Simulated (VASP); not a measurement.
Crystal: HfN.

```
Hf N
1.0
     0.00000    2.25600    2.25600
     2.25600    0.00000    2.25600
     2.25600    2.25600    0.00000
Hf N
1 1
Direct
  0.00000 0.00000 0.00000
  0.50000 0.50000 0.50000
```

Base run:

| Property | Result |
| --- | --- |
| Program | VASP 6.6.1 |
| Functional | PBE |
| Potentials or basis | VASP PAW PBE potentials, release 64 (Hf_pv, N) |
| Cutoff | 600 eV |
| k mesh | 10 × 10 × 10 |
| Occupations | gaussian, width 0.015 eV |
| Spin | no spin polarisation |

Its results: band gap on the k mesh zero (an odd number of electrons rules out a gap without spin polarisation); pressure 4.1 GPa.

**Question.** The run is repeated on the same cell with these changes: functional from PBE to RPBE; occupations from gaussian, width 0.015 eV to fermi-dirac, width 0.05 eV. What comes out?

**Answer.** Band gap on the k mesh zero (an odd number of electrons rules out a gap without spin polarisation); pressure 8.7 GPa.

Caveats: the cell stands under pressure; spin-orbit coupling is left out, which moves the levels of the heavy elements; the PAW data sets were made with another functional, which shifts forces and pressure a little (at least some runs).
